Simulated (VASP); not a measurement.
# CdS (F-43m) in VASP: further runs

Runs on CdS. Level: PBE. Tasks: single point.

Everything below comes from runs of VASP 6.6.1. Logs are shortened: lines on timing, memory, paths and dates and some standing lists are left out, and cuts for length are marked.

### Step 1. The cell of the first run

Symmetry: F-43m, No. 216, cubic system. The conventional cell has a = 5.833 Å, b = 5.833 Å, c = 5.833 Å, α = 90.00°, β = 90.00°, γ = 90.00°. Within 3.3 Å of Cd (site symmetry -43m) lie 4 S at 2.53 Å. Within 3.3 Å of S (site symmetry -43m) lie 4 Cd at 2.53 Å.

### Step 2. Single point, PBE

The input, INCAR:

```
SYSTEM = CdS
PREC     = Accurate       ! precision mode
ENCUT    = 500            ! plane-wave cutoff, eV
EDIFF    = 1E-6           ! SCF threshold, eV
ISMEAR   = 0              ! smearing method
SIGMA    = 0.02           ! smearing width, eV
LREAL    = .False.        ! projectors in reciprocal space
LASPH    = .True.         ! aspherical terms in the spheres
NELM     = 120            ! most SCF steps
ALGO     = Normal         ! electronic algorithm
ISIF     = 2              ! what is computed and relaxed
LWAVE    = .False.        ! write WAVECAR
LCHARG   = .False.        ! write CHGCAR
GGA      = PE             ! functional
NBANDS   = 16             ! bands
GGA_COMPAT= .False.
```

The input, KPOINTS:

```
regular mesh
0
Gamma
  4 4 4
  0 0 0
```

The input, POSCAR:

```
CdS
1.0
    0.0000000000      2.9165000000      2.9165000000
    2.9165000000      0.0000000000      2.9165000000
    2.9165000000      2.9165000000      0.0000000000
Cd S
1 1
Direct
    0.0000000000      0.0000000000      0.0000000000
    0.2500000000      0.2500000000      0.2500000000
```

Potentials or basis: VASP PAW PBE potentials, release 64 (Cd, S).

Run with:

```sh
$ cat potpaw_PBE.64/Cd/POTCAR potpaw_PBE.64/S/POTCAR > POTCAR
$ mpirun -np 1 vasp_std > vasp.out
```

OUTCAR:

```text
SYSTEM = CdS
   PREC = Accurate
   ENCUT = 500
   EDIFF = 1E-6
   ISMEAR = 0
   LREAL = .False.
   LASPH = .True.
   NELM = 120
   ISIF = 2
   GGA = PE

 ion  position               nearest neighbor table
   1  0.000  0.000  0.000-   2 2.53   2 2.53   2 2.53   2 2.53
   2  0.250  0.250  0.250-   1 2.53   1 2.53   1 2.53   1 2.53

  LATTYP: Found a face centered cubic cell.
 ALAT       =     5.8330000000

  Lattice vectors:

 A1 = (   0.0000000000,   2.9165000000,   2.9165000000)
 A2 = (   2.9165000000,   0.0000000000,   2.9165000000)
 A3 = (   2.9165000000,   2.9165000000,   0.0000000000)

Analysis of symmetry for initial positions (statically):
=====================================================================
 Subroutine PRICEL returns:
 Original cell was already a primitive cell.

 Routine SETGRP: Setting up the symmetry group for a
 face centered cubic supercell.

 Subroutine GETGRP returns: Found 24 space group operations
 (whereof 24 operations were pure point group operations)
 out of a pool of 48 trial point group operations.

The static configuration has the point symmetry T_d .

Analysis of symmetry for dynamics (positions and initial velocities):
=====================================================================
 Subroutine PRICEL returns:
 Original cell was already a primitive cell.

 Routine SETGRP: Setting up the symmetry group for a
 face centered cubic supercell.

 Subroutine GETGRP returns: Found 24 space group operations
 (whereof 24 operations were pure point group operations)
 out of a pool of 48 trial point group operations.

The dynamic configuration has the point symmetry T_d .

 Subroutine INISYM returns: Found 24 space group operations
 (whereof 24 operations are pure point group operations),
 and found     1 'primitive' translations

----------------------------------------------------------------------------------------

                                     Primitive cell

  volume of cell :      49.6153

  direct lattice vectors                    reciprocal lattice vectors
     0.000000000  2.916500000  2.916500000    -0.171438368  0.171438368  0.171438368
     2.916500000  0.000000000  2.916500000     0.171438368 -0.171438368  0.171438368
     2.916500000  2.916500000  0.000000000     0.171438368  0.171438368 -0.171438368

  length of vectors
     4.124553855  4.124553855  4.124553855     0.296939964  0.296939964  0.296939964

  position of ions in fractional coordinates (direct lattice)
     0.000000000  0.000000000  0.000000000
     0.250000000  0.250000000  0.250000000

  ion indices of the primitive-cell ions
   primitive index   ion index
                 1           1
                 2           2

----------------------------------------------------------------------------------------

 KPOINTS: regular mesh

Automatic generation of k-mesh.
 Grid dimensions read from file:
 generate k-points for:    4    4    4

 Generating k-lattice:

  Cartesian coordinates                     Fractional coordinates (reciprocal lattice)
    -0.042859592  0.042859592  0.042859592     0.250000000  0.000000000  0.000000000
     0.042859592 -0.042859592  0.042859592     0.000000000  0.250000000  0.000000000
     0.042859592  0.042859592 -0.042859592     0.000000000  0.000000000  0.250000000

  Length of vectors
     0.074234991  0.074234991  0.074234991

  Shift w.r.t. Gamma in fractional coordinates (k-lattice)
     0.000000000  0.000000000  0.000000000

 Subroutine IBZKPT returns following result:
 ===========================================

 Found      8 irreducible k-points:

 Following reciprocal coordinates:
            Coordinates               Weight
  0.000000  0.000000  0.000000      1.000000
  0.250000  0.000000  0.000000      8.000000
  0.500000  0.000000  0.000000      4.000000
  0.250000  0.250000  0.000000      6.000000
  0.500000  0.250000  0.000000     24.000000
 -0.250000  0.250000  0.000000     12.000000
  0.500000  0.500000  0.000000      3.000000
 -0.250000  0.500000  0.250000      6.000000
   k-points           NKPTS =      8   k-points in BZ     NKDIM =      8   number of bands    NBANDS=     16
   number of dos      NEDOS =    301   number of ions     NIONS =      2
   total plane-waves  NPLWV =  27000
   dimension x,y,z NGX =    30 NGY =   30 NGZ =   30
   dimension x,y,z NGXF=    60 NGYF=   60 NGZF=   60
   ions per type =               1   1
   NGX,Y,Z   is equivalent  to a cutoff of  12.09, 12.09, 12.09 a.u.
   NGXF,Y,Z  is equivalent  to a cutoff of  24.18, 24.18, 24.18 a.u.
 SYSTEM =  CdS
   PREC   = accura    normal or accurate (medium, high low for compatibility)
   ISTART =      0    job   : 0-new  1-cont  2-samecut
   ICHARG =      2    charge: 1-file 2-atom 10-const
   ISPIN  =      1    spin polarized calculation?
   LNONCOLLINEAR =      F non collinear calculations
   LSORBIT =      F    spin-orbit coupling
   LASPH  =      T    aspherical Exc in radial PAW
   ENCUT  =  500.0 eV  36.75 Ry    6.06 a.u.   7.52  7.52  7.52*2*pi/ulx,y,z
   NELM   =    120;   NELMIN=  2; NELMDL= -5     # of ELM steps
   EDIFF  = 0.1E-05   stopping-criterion for ELM
   LREAL  =      F    real-space projection
[... 7 lines left out ...]
   TEBEG  =    0.0;   TEEND  =   0.0 temperature during run
   PSTRESS=    0.0 pullay stress
   NELECT =      18.0000    total number of electrons
   NUPDOWN=      -1.0000    fix difference up-down
   EMIN   =  10.00;   EMAX   =-10.00  energy-range for DOS
   EFERMI =   0.00;   METHOD = LEGACY
   ISMEAR =     0;   SIGMA  =   0.02  broadening in eV -4-tet -1-fermi 0-gaus
   EFERMI_NEDOS =   21; number of points for ismear=-14 and -15
   IALGO  =     38    algorithm
   IMIX   =      4    mixing-type and parameters
     AMIX     =   0.40;   BMIX     =  1.00
     AMIX_MAG =   1.60;   BMIX_MAG =  1.00
  volume/ion in A,a.u.               =      24.81       167.41
  Fermi-wavevector in a.u.,A,eV,Ry     =   1.167599  2.206442 18.548649  1.363287
  Thomas-Fermi vector in A             =   2.304097
   LORBIT       =      0    0 simple, 1 ext, 2 COOP (PROOUT), +10 PAW based schemes
   GGA     = PE    functional components
   LHFCALC =     F    Hartree Fock is set to
   AEXX    =    0.0000 exact exchange contribution
   IVDW    =     0    specifies the selected vdW correction
   LEPSILON=     F    determine dielectric tensor
   LRPA    =     F    only Hartree local field effects (RPA)
 non-spin polarized calculation
 Gauss-broadening in eV      SIGMA  =   0.02
  energy-cutoff  :      500.00
  volume of cell :       49.62
 maximum number of plane-waves:      1283
   NGX = 15   NGY = 15   NGZ = 15

 number of electron      18.0000003 magnetization

 Free energy of the ion-electron system (eV)
  ---------------------------------------------------
  ext. energy  EPLUGINS =         0.00000000
  ---------------------------------------------------
  free energy    TOTEN  =        -6.08779021 eV

  energy without entropy =       -6.08779021  energy(sigma->0) =       -6.08779021

 E-fermi :   1.4363     XC(G=0):  -9.1404

 val. band max:        1.3375008873   @ k =   0.0000   0.0000   0.0000
 cond. band min:       2.4758753638   @ k =   0.0000   0.0000   0.0000
 fundamental gap:      1.1383744765
 Fermi energy:         1.4363067589

 k-point     1 :       0.0000    0.0000    0.0000
  band No.  band energies     occupation
      1     -11.0301      2.00000
      2      -6.4120      2.00000
      3      -6.4120      2.00000
      4      -6.4120      2.00000
      5      -5.9346      2.00000
      6      -5.9346      2.00000
      7       1.3375      2.00000
      8       1.3375      2.00000
      9       1.3375      2.00000
     10       2.4759      0.00000
     11       7.8681      0.00000
     12       7.8681      0.00000
     13       7.8681      0.00000
     14      12.7671      0.00000
     15      12.8062      0.00000
     16      12.8062      0.00000

 k-point     2 :       0.2500    0.0000    0.0000
  band No.  band energies     occupation
      1     -10.8168      2.00000
      2      -6.3409      2.00000
      3      -6.3409      2.00000
      4      -6.1652      2.00000
      5      -5.9303      2.00000
      6      -5.9303      2.00000
      7      -1.1646      2.00000
      8       0.9396      2.00000
      9       0.9396      2.00000
     10       4.1121      0.00000
     11       7.6312      0.00000
     12       8.3734      0.00000
     13       8.3734      0.00000
     14      11.9723      0.00000
     15      11.9723      0.00000
     16      12.6610      0.00000

 k-point     3 :       0.5000    0.0000    0.0000
  band No.  band energies     occupation
      1     -10.6038      2.00000
      2      -6.2920      2.00000
      3      -6.2920      2.00000
      4      -5.8967      2.00000
      5      -5.8967      2.00000
      6      -5.5522      2.00000
      7      -3.0742      2.00000
      8       0.5844      2.00000
      9       0.5844      2.00000
     10       4.3406      0.00000
     11       8.3343      0.00000
     12       8.3343      0.00000
     13       8.8119      0.00000
     14      12.4170      0.00000
     15      13.8780      0.00000
     16      13.8780      0.00000

 k-point     4 :       0.2500    0.2500    0.0000
  band No.  band energies     occupation
      1     -10.7476      2.00000
      2      -6.2529      2.00000
      3      -6.2529      2.00000
      4      -6.2395      2.00000
      5      -5.9506      2.00000
      6      -5.8912      2.00000
      7      -0.9860      2.00000
      8       0.3132      2.00000
      9       0.3132      2.00000
     10       4.9342      0.00000
     11       6.1466      0.00000
     12       9.4771      0.00000
     13       9.4771      0.00000
     14       9.7554      0.00000
     15      13.1836      0.00000
     16      16.0364      0.00000

 k-point     5 :       0.5000    0.2500    0.0000
  band No.  band energies     occupation
      1     -10.5395      2.00000
      2      -6.2385      2.00000
      3      -6.1751      2.00000
      4      -6.0244      2.00000
      5      -5.8819      2.00000
      6      -5.5188      2.00000
      7      -2.5383      2.00000
      8      -0.6341      2.00000
      9      -0.0126      2.00000
     10       5.5432      0.00000
     11       6.8203      0.00000
     12       8.9312      0.00000
     13       9.7534      0.00000
     14      11.7746      0.00000
     15      13.9948      0.00000
     16      14.9524      0.00000

 k-point     6 :      -0.2500    0.2500    0.0000
  band No.  band energies     occupation
      1     -10.6075      2.00000
      2      -6.2603      2.00000
      3      -6.2468      2.00000
      4      -5.9591      2.00000
      5      -5.9460      2.00000
      6      -5.6810      2.00000
      7      -2.1598      2.00000
      8      -0.7023      2.00000
      9       0.5659      2.00000
     10       5.6198      0.00000
     11       7.4830      0.00000
     12       8.0749      0.00000
     13       9.0215      0.00000
     14      11.5739      0.00000
     15      13.6675      0.00000
     16      14.6975      0.00000

 k-point     7 :       0.5000    0.5000    0.0000
  band No.  band energies     occupation
      1     -10.4723      2.00000
      2      -6.1997      2.00000
      3      -6.0636      2.00000
      4      -6.0636      2.00000
      5      -5.8474      2.00000
      6      -5.4869      2.00000
      7      -2.6251      2.00000
      8      -0.5457      2.00000
      9      -0.5457      2.00000
     10       4.8755      0.00000
     11       5.6772      0.00000
     12      10.5689      0.00000
     13      12.1081      0.00000
     14      12.1081      0.00000
     15      13.6933      0.00000
     16      14.8290      0.00000

 k-point     8 :      -0.2500    0.5000    0.2500
  band No.  band energies     occupation
      1     -10.4741      2.00000
      2      -6.1806      2.00000
      3      -6.1605      2.00000
      4      -5.9735      2.00000
      5      -5.9270      2.00000
      6      -5.3011      2.00000
      7      -2.5702      2.00000
      8      -0.9346      2.00000
      9      -0.8597      2.00000
     10       6.7637      0.00000
     11       6.7660      0.00000
     12       8.5701      0.00000
     13       9.4023      0.00000
     14      12.4279      0.00000
     15      14.5497      0.00000
     16      14.6538      0.00000

------------------------ aborting loop because EDIFF is reached ----------------------------------------

  FORCE on cell =-STRESS in cart. coord.  units (eV):
  Direction    XX          YY          ZZ          XY          YZ          ZX
  --------------------------------------------------------------------------------------
  -------------------------------------------------------------------------------------
  Total        1.0397032      1.0397032      1.0397032      0.0000000     -0.0000000      0.0000000
  in kB       33.5740733     33.5740733     33.5740733      0.0000000     -0.0000000      0.0000000
  external PRESSURE =      33.5740733 kB  Pullay stress =       0.0000000 kB

 VOLUME and BASIS-vectors are now :
 -----------------------------------------------------------------------------
  energy-cutoff  :      500.00
  volume of cell :       49.62
      direct lattice vectors                 reciprocal lattice vectors
     0.000000000  2.916500000  2.916500000    -0.171438368  0.171438368  0.171438368
     2.916500000  0.000000000  2.916500000     0.171438368 -0.171438368  0.171438368
     2.916500000  2.916500000  0.000000000     0.171438368  0.171438368 -0.171438368

 POSITION                                       TOTAL-FORCE (eV/Angst)
 -----------------------------------------------------------------------------------
      0.00000      0.00000      0.00000        -0.000000     -0.000000     -0.000000
      1.45825      1.45825      1.45825         0.000000      0.000000      0.000000
 -----------------------------------------------------------------------------------
    total drift:                               -0.000000     -0.000000     -0.000000

  FREE ENERGIE OF THE ION-ELECTRON SYSTEM (eV)
  ---------------------------------------------------
  free  energy   TOTEN  =        -6.0877902053 eV

  energy  without entropy=       -6.0877902053  energy(sigma->0) =       -6.08779021
```

Run time: 16 s. Hardware: 1 thread of Intel Xeon 8259CL, shared host; peak memory 0.16 GiB.

What came out:

* Free energy: -6.0878 eV
* Pressure: 3.4 GPa
* Band gap on the k mesh: 1.14 eV

Levels at points of the mesh, in eV from the valence-band top:
```
           k point  band 6  band 7  band 8  band 9  band 10  band 11  band 12  band 13
(0.00, 0.00, 0.00)   -7.27    0.00    0.00    0.00     1.14     6.53     6.53     6.53
(0.50, 0.00, 0.00)   -6.89   -4.41   -0.75   -0.75     3.00     7.00     7.00     7.47
(0.50, 0.50, 0.00)   -6.82   -3.96   -1.88   -1.88     3.54     4.34     9.23    10.77
```

Caveat: the k points lie up to 0.47 Å⁻¹ apart. A hybrid or GW would open this gap; PBE tends to underestimate it.

### Step 3. Single point, PBE

The input, INCAR:

```
PREC = Accurate
ENCUT = 500
EDIFF = 1E-6
ISMEAR = 0
SIGMA = 0.02
LREAL = F
LASPH = T
NELM = 120
ALGO = Normal
ISIF = 2
LWAVE = F
LCHARG = T
GGA = PE
LELF = T
LVHAR = T
NBANDS = 16
GGA_COMPAT = F
```

The input, KPOINTS:

```
regular mesh
0
Gamma
  6 6 6
```

POSCAR is that of step 2.

Potentials or basis: VASP PAW PBE potentials, release 64 (Cd, S).

Run with:

```sh
$ cat potpaw_PBE.64/Cd/POTCAR potpaw_PBE.64/S/POTCAR > POTCAR
$ mpirun -np 1 vasp_std > vasp.out
```

Run time: 29 s. Hardware: 1 thread of Intel Xeon 8259CL, shared host; peak memory 0.17 GiB.

The run converged. Its results:

* Free energy: -6.1190 eV
* Pressure: 3.2 GPa
* Band gap on the k mesh: 1.15 eV

Levels at points of the mesh, in eV from the valence-band top:
```tsv
k point	band 7	band 8	band 9	band 10	band 11	band 12
(0.00, 0.00, 0.00)	0.00	0.00	0.00	1.15	6.55	6.55
(0.50, 0.00, 0.00)	-4.40	-0.75	-0.75	3.01	7.01	7.01
(0.50, 0.50, 0.00)	-3.95	-1.88	-1.88	3.55	4.35	9.23
```

Caveat: the cell stands under pressure. As with any semilocal functional, this PBE gap is likely too small.

### Step 4. Single point, PBE

The input, INCAR:

```
SYSTEM = CdS
  PREC = Accurate
  ENCUT = 500
  EDIFF = 1E-6
  ISMEAR = 0
  SIGMA = 0.02
  LREAL = .False.
  LASPH = .True.
  NELM = 120
  ALGO = Normal
  ISIF = 2
  LWAVE = .False.
  LCHARG = .False.
  GGA = PE
  NBANDS = 16
  GGA_COMPAT = .False.
```

The input, KPOINTS:

```
Automatic mesh
0
Gamma
  6 6 6
  0 0 0
```

POSCAR is that of step 3.

Run with:

```sh
$ cat potpaw_PBE.64/Cd/POTCAR potpaw_PBE.64/S/POTCAR > POTCAR
$ mpirun -np 1 vasp_std > vasp.out
```

Run time: 28 s. Hardware: 1 thread of Intel Xeon 8259CL, shared host; peak memory 0.17 GiB.

The run converged. Its results:

| Quantity | Value |
| --- | --- |
| Free energy | -6.1190 eV |
| Pressure | 3.2 GPa |
| Band gap on the k mesh | 1.15 eV |

Levels at points of the mesh, in eV from the valence-band top:
```csv
k point,band 7,band 8,band 9,band 10,band 11,band 12
"(0.00, 0.00, 0.00)",0.00,0.00,0.00,1.15,6.55,6.55
"(0.50, 0.00, 0.00)",-4.40,-0.75,-0.75,3.01,7.01,7.01
"(0.50, 0.50, 0.00)",-3.95,-1.88,-1.88,3.55,4.35,9.23
```

Caveat: the cell stands under pressure. As with any semilocal functional, this PBE gap is likely too small.

### Step 5. Single point, PBE

The input, INCAR:

```
SYSTEM = CdS
  ALGO = Normal
  EDIFF = 1E-6
  ENCUT = 500
  GGA = PE
  GGA_COMPAT = .FALSE.
  ISIF = 2
  ISMEAR = 0
  LASPH = .TRUE.
  LCHARG = .TRUE.
  LELF = .TRUE.
  LREAL = .FALSE.
  LVHAR = .TRUE.
  LWAVE = .FALSE.
  NBANDS = 16
  NELM = 120
  PREC = Accurate
  SIGMA = 0.02
```

The input, KPOINTS:

```
k-points
0
G
  8 8 8
  0 0 0
```

POSCAR is that of step 4.

Run with:

```sh
$ cat potpaw_PBE.64/Cd/POTCAR potpaw_PBE.64/S/POTCAR > POTCAR
$ mpirun -np 1 vasp_std > vasp.out
```

Wall time 51 s (1 thread of Intel Xeon 8259CL, shared host); peak memory 0.18 GiB.

It converged, with:

```
Free energy            : -6.1212 eV
Pressure               : 3.2 GPa
Band gap on the k mesh : 1.15 eV
```

Levels at points of the mesh, in eV from the valence-band top:
| k point | band 6 | band 7 | band 8 | band 9 | band 10 | band 11 | band 12 | band 13 |
| --- | --- | --- | --- | --- | --- | --- | --- | --- |
| (0.00, 0.00, 0.00) | -7.25 | 0.00 | 0.00 | 0.00 | 1.15 | 6.55 | 6.55 | 6.55 |
| (0.50, 0.00, 0.00) | -6.87 | -4.40 | -0.75 | -0.75 | 3.02 | 7.01 | 7.01 | 7.48 |
| (0.50, 0.50, 0.00) | -6.80 | -3.95 | -1.88 | -1.88 | 3.55 | 4.35 | 9.23 | 10.78 |

Caveat: the cell stands under pressure.

(Part 1 of 2 ends here.)
